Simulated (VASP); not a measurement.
# BN (I-4m2) in VASP: single point with PBE

Aim: the single point of BN with PBE.

All numbers are computed with VASP 6.6.1; they aren't measurements. Logs are shortened: lines on timing, memory, paths and dates and some standing lists are left out, and cuts for length are marked.

## Step 1: The cell of the first run

It takes space group I-4m2 (No. 119, tetragonal). The conventional cell has a = 2.563 Å, b = 2.563 Å, c = 3.407 Å, α = 90.00°, β = 90.00°, γ = 90.00°. B (site symmetry -4m2) has 4 N at 1.54 Å within 2.1 Å. N (site symmetry -4m2) has 4 B at 1.54 Å within 2.1 Å.

## Step 2: Single point, PBE (strain -0.0600 x Voigt [0, 0, 1, 0, 0, 0])

Input file INCAR:

```
SYSTEM = BN
PREC = Accurate
ENCUT = 520
EDIFF = 1E-6
ISMEAR = 0
SIGMA = 0.05
LREAL = .FALSE.
LASPH = .TRUE.
NELM = 100
ALGO = Normal
ISIF = 2
LWAVE = .FALSE.
LCHARG = .TRUE.
GGA = PE
LELF = .TRUE.
LVHAR = .TRUE.
NBANDS = 11
```

Input file KPOINTS:

```
regular mesh
0
G
  12 12 12
  0 0 0
```

Input file POSCAR:

```
BN
1.0
    0.0000000000      1.8123485119      1.7036076012
    1.8123485119      0.0000000000      1.7036076012
    1.8123485119      1.8123485119      0.0000000000
B N
1 1
Direct
    0.0000000000      0.0000000000      0.0000000000
    0.7500000000      0.7500000000      0.7500000000
```

Potentials or basis: VASP PAW PBE potentials, release 64 (B, N).

Command:

```console
$ cat potpaw_PBE.64/B/POTCAR potpaw_PBE.64/N/POTCAR > POTCAR
$ mpirun -np 1 vasp_std > vasp.out
```

OUTCAR:

```text
SYSTEM = BN
   PREC = Accurate
   ENCUT = 520
   EDIFF = 1E-6
   ISMEAR = 0
   LREAL = .FALSE.
   LASPH = .TRUE.
   NELM = 100
   ISIF = 2
   GGA = PE

 ion  position               nearest neighbor table
   1  0.000  0.000  0.000-   2 1.54   2 1.54   2 1.54   2 1.54
   2  0.750  0.750  0.750-   1 1.54   1 1.54   1 1.54   1 1.54

  LATTYP: Found a body centered tetragonal cell.
 ALAT       =     2.5630478453
 C/A-ratio  =     1.3293607486

  Lattice vectors:

 A1 = (   0.0000000000,  -1.8123485119,  -1.7036076012)
 A2 = (   0.0000000000,   1.8123485119,  -1.7036076012)
 A3 = (   1.8123485119,   0.0000000000,   1.7036076012)

Analysis of symmetry for initial positions (statically):
=====================================================================
 Subroutine PRICEL returns:
 Original cell was already a primitive cell.

 Routine SETGRP: Setting up the symmetry group for a
 body centered tetragonal supercell.

 Subroutine GETGRP returns: Found  8 space group operations
 (whereof  8 operations were pure point group operations)
 out of a pool of 16 trial point group operations.

The static configuration has the point symmetry D_2d.

Analysis of symmetry for dynamics (positions and initial velocities):
=====================================================================
 Subroutine PRICEL returns:
 Original cell was already a primitive cell.

 Routine SETGRP: Setting up the symmetry group for a
 body centered tetragonal supercell.

 Subroutine GETGRP returns: Found  8 space group operations
 (whereof  8 operations were pure point group operations)
 out of a pool of 16 trial point group operations.

The dynamic configuration has the point symmetry D_2d.

 Subroutine INISYM returns: Found  8 space group operations
 (whereof  8 operations are pure point group operations),
 and found     1 'primitive' translations

----------------------------------------------------------------------------------------

                                     Primitive cell

  volume of cell :      11.1914

  direct lattice vectors                    reciprocal lattice vectors
     0.000000000  1.812348512  1.703607601    -0.275885127  0.275885127  0.293494816
     1.812348512  0.000000000  1.703607601     0.275885127 -0.275885127  0.293494816
     1.812348512  1.812348512  0.000000000     0.275885127  0.275885127 -0.293494816

  length of vectors
     2.487345169  2.487345169  2.563047845     0.488225782  0.488225782  0.488225782

  position of ions in fractional coordinates (direct lattice)
     0.000000000  0.000000000  0.000000000
     0.750000000  0.750000000  0.750000000

  ion indices of the primitive-cell ions
   primitive index   ion index
                 1           1
                 2           2

----------------------------------------------------------------------------------------

 KPOINTS: regular mesh

Automatic generation of k-mesh.
 Grid dimensions read from file:
 generate k-points for:   12   12   12

 Generating k-lattice:

  Cartesian coordinates                     Fractional coordinates (reciprocal lattice)
    -0.022990427  0.022990427  0.024457901     0.083333333  0.000000000  0.000000000
     0.022990427 -0.022990427  0.024457901     0.000000000  0.083333333  0.000000000
     0.022990427  0.022990427 -0.024457901     0.000000000  0.000000000  0.083333333

  Length of vectors
     0.040685482  0.040685482  0.040685482

  Shift w.r.t. Gamma in fractional coordinates (k-lattice)
     0.000000000  0.000000000  0.000000000

 Subroutine IBZKPT returns following result:
 ===========================================

 Found    163 irreducible k-points:

 Following reciprocal coordinates:
            Coordinates               Weight
  0.000000  0.000000  0.000000      1.000000
  0.083333  0.000000  0.000000      8.000000
  0.166667  0.000000  0.000000      8.000000
  0.250000  0.000000  0.000000      8.000000
  0.333333  0.000000  0.000000      8.000000
  0.416667  0.000000  0.000000      8.000000
[... 16 lines left out ...]
  0.500000  0.166667  0.000000      8.000000
 -0.416667  0.166667  0.000000      8.000000
 [... further k-points ...]
   k-points           NKPTS =    163   k-points in BZ     NKDIM =    163   number of bands    NBANDS=     11
   number of dos      NEDOS =    301   number of ions     NIONS =      2
   total plane-waves  NPLWV =   6480
   dimension x,y,z NGX =    18 NGY =   18 NGZ =   20
   dimension x,y,z NGXF=    36 NGYF=   36 NGZF=   40
   ions per type =               1   1
   NGX,Y,Z   is equivalent  to a cutoff of  12.03, 12.03, 12.97 a.u.
   NGXF,Y,Z  is equivalent  to a cutoff of  24.06, 24.06, 25.95 a.u.
 SYSTEM =  BN
   PREC   = accura    normal or accurate (medium, high low for compatibility)
   ISTART =      0    job   : 0-new  1-cont  2-samecut
   ICHARG =      2    charge: 1-file 2-atom 10-const
   ISPIN  =      1    spin polarized calculation?
   LNONCOLLINEAR =      F non collinear calculations
   LSORBIT =      F    spin-orbit coupling
   LASPH  =      T    aspherical Exc in radial PAW
   ENCUT  =  520.0 eV  38.22 Ry    6.18 a.u.   4.62  4.62  4.77*2*pi/ulx,y,z
   NELM   =    100;   NELMIN=  2; NELMDL= -5     # of ELM steps
   EDIFF  = 0.1E-05   stopping-criterion for ELM
   LREAL  =      F    real-space projection
   EDIFFG = 0.1E-04   stopping-criterion for IOM
   NSW    =      0    number of steps for IOM
   IBRION =     -1    ionic relax: 0-MD 1-quasi-New 2-CG
   NFREE  =      0    steps in history (QN), initial steepest desc. (CG)
   ISIF   =      2    stress and relaxation
   ISYM   =      2    0-nonsym 1-usesym 2-fastsym
   POTIM  = 0.5000    time-step for ionic-motion
   TEBEG  =    0.0;   TEEND  =   0.0 temperature during run
   PSTRESS=    0.0 pullay stress
   NELECT =       8.0000    total number of electrons
   NUPDOWN=      -1.0000    fix difference up-down
   EMIN   =  10.00;   EMAX   =-10.00  energy-range for DOS
   EFERMI =   0.00;   METHOD = LEGACY
   ISMEAR =     0;   SIGMA  =   0.05  broadening in eV -4-tet -1-fermi 0-gaus
   EFERMI_NEDOS =   21; number of points for ismear=-14 and -15
   IALGO  =     38    algorithm
   IMIX   =      4    mixing-type and parameters
     AMIX     =   0.40;   BMIX     =  1.00
     AMIX_MAG =   1.60;   BMIX_MAG =  1.00
  volume/ion in A,a.u.               =       5.60        37.76
  Fermi-wavevector in a.u.,A,eV,Ry     =   1.463785  2.766152 29.152730  2.142665
  Thomas-Fermi vector in A             =   2.579838
   LORBIT       =      0    0 simple, 1 ext, 2 COOP (PROOUT), +10 PAW based schemes
   GGA     = PE    functional components
   LHFCALC =     F    Hartree Fock is set to
   AEXX    =    0.0000 exact exchange contribution
   IVDW    =     0    specifies the selected vdW correction
   LEPSILON=     F    determine dielectric tensor
   LRPA    =     F    only Hartree local field effects (RPA)
 non-spin polarized calculation
 Gauss-broadening in eV      SIGMA  =   0.05
  energy-cutoff  :      520.00
  volume of cell :       11.19
 maximum number of plane-waves:       315
   NGX =  9   NGY =  9   NGZ =  9

 number of electron       7.9999999 magnetization

 Free energy of the ion-electron system (eV)
  ---------------------------------------------------
  ext. energy  EPLUGINS =         0.00000000
  ---------------------------------------------------
  free energy    TOTEN  =       -17.33946322 eV

  energy without entropy =      -17.33946322  energy(sigma->0) =      -17.33946322

 E-fermi :   8.7838     XC(G=0): -13.0948

 val. band max:        8.4683213110   @ k =   0.0000   0.0000   0.0000
 cond. band min:      11.8878205057   @ k =   0.5000   0.5000   0.0000
 fundamental gap:      3.4194991947
 Fermi energy:         8.7837536146

 k-point     1 :       0.0000    0.0000    0.0000
  band No.  band energies     occupation
      1     -12.7678      2.00000
      2       7.8973      2.00000
      3       7.8973      2.00000
      4       8.4683      2.00000
      5      16.9046      0.00000
      6      17.3499      0.00000
      7      17.3499      0.00000
      8      19.3087      0.00000
      9      33.8933      0.00000
     10      34.9038      0.00000
     11      36.0790      0.00000

 k-point     2 :       0.0833    0.0000    0.0000
  band No.  band energies     occupation
      1     -12.5908      2.00000
      2       7.0907      2.00000
      3       7.6810      2.00000
      4       8.1698      2.00000
      5      17.0769      0.00000
      6      17.6246      0.00000
      7      17.7354      0.00000
      8      19.8385      0.00000
      9      33.0582      0.00000
     10      33.3758      0.00000
     11      34.7713      0.00000

 k-point     3 :       0.1667    0.0000    0.0000
  band No.  band energies     occupation
      1     -12.0660      2.00000
      2       4.9624      2.00000
      3       7.1555      2.00000
      4       7.7225      2.00000
      5      17.4524      0.00000
      6      18.2215      0.00000
      7      18.4797      0.00000
      8      21.1158      0.00000
      9      31.7692      0.00000
     10      32.2464      0.00000
     11      33.8107      0.00000

 k-point     4 :       0.2500    0.0000    0.0000
  band No.  band energies     occupation
      1     -11.2157      2.00000
      2       2.4063      2.00000
      3       6.5490      2.00000
      4       7.2513      2.00000
      5      17.7752      0.00000
      6      18.6957      0.00000
      7      19.2794      0.00000
      8      22.4095      0.00000
      9      31.6616      0.00000
     10      31.7614      0.00000
     11      33.3051      0.00000
[... 239 lines left out ...]
 k-point    22 :       0.4167    0.1667    0.0000
  band No.  band energies     occupation
      1      -8.9801      2.00000
      2      -0.5934      2.00000
      3       4.4976      2.00000
      4       5.3358      2.00000
      5      16.2791      0.00000
      6      21.1880      0.00000
      7      21.4301      0.00000
      8      22.0461      0.00000
      9      29.5928      0.00000
     10      35.9140      0.00000
     11      37.2703      0.00000

 k-point    23 :       0.5000    0.1667    0.0000
  band No.  band energies     occupation
      1      -7.9764      2.00000
      2      -2.1752      2.00000
      3       4.5388      2.00000
      4       4.7773      2.00000
      5      16.5564      0.00000
      6      20.8919      0.00000
      7      21.5015      0.00000
      8      23.4131      0.00000
      9      29.6315      0.00000
     10      35.8699      0.00000
     11      36.5582      0.00000

 k-point    24 :      -0.4167    0.1667    0.0000
  band No.  band energies     occupation
      1      -7.9178      2.00000
      2      -2.2719      2.00000
      3       4.3431      2.00000
      4       4.8549      2.00000
      5      16.9253      0.00000
      6      20.5328      0.00000
      7      21.3870      0.00000
      8      24.5255      0.00000
      9      29.4119      0.00000
     10      34.0950      0.00000
     11      35.8239      0.00000

 [... further k-points ...]

------------------------ aborting loop because EDIFF is reached ----------------------------------------

  FORCE on cell =-STRESS in cart. coord.  units (eV):
  Direction    XX          YY          ZZ          XY          YZ          ZX
  --------------------------------------------------------------------------------------
  -------------------------------------------------------------------------------------
  Total        0.9733061      0.9733061      3.5163145      0.0000000     -0.0000000      0.0000000
  in kB      139.3403918    139.3403918    503.4024153      0.0000000     -0.0000000      0.0000000
  external PRESSURE =     260.6943996 kB  Pullay stress =       0.0000000 kB

 VOLUME and BASIS-vectors are now :
 -----------------------------------------------------------------------------
  energy-cutoff  :      520.00
  volume of cell :       11.19
      direct lattice vectors                 reciprocal lattice vectors
     0.000000000  1.812348512  1.703607601    -0.275885127  0.275885127  0.293494816
     1.812348512  0.000000000  1.703607601     0.275885127 -0.275885127  0.293494816
     1.812348512  1.812348512  0.000000000     0.275885127  0.275885127 -0.293494816

 POSITION                                       TOTAL-FORCE (eV/Angst)
 -----------------------------------------------------------------------------------
      0.00000      0.00000      0.00000        -0.000000     -0.000000     -0.000000
      2.71852      2.71852      2.55541         0.000000      0.000000      0.000000
 -----------------------------------------------------------------------------------
    total drift:                               -0.000001     -0.000001     -0.000004

  FREE ENERGIE OF THE ION-ELECTRON SYSTEM (eV)
  ---------------------------------------------------
  free  energy   TOTEN  =       -17.3394632186 eV

  energy  without entropy=      -17.3394632186  energy(sigma->0) =      -17.33946322
```

Run time: 17 s. Hardware: 1 thread of Intel Xeon Platinum 8259CL at 2.50GHz (Skylake/Cascade Lake), shared host; peak memory 0.13 GiB.

What came out:

| Quantity | Value |
| --- | --- |
| Free energy | -17.3395 eV |
| Pressure | 26.1 GPa |
| Band gap on the k mesh | 3.42 eV, indirect (least direct gap 8.44 eV) |

Stress tensor (GPa, compression positive):
```
13.93  0.00  0.00
 0.00 13.93  0.00
 0.00  0.00 50.34
```

Caveat: the cell differs from its parent crystal (strain -0.0600 x Voigt [0, 0, 1, 0, 0, 0]). A k mesh can miss the band edges.
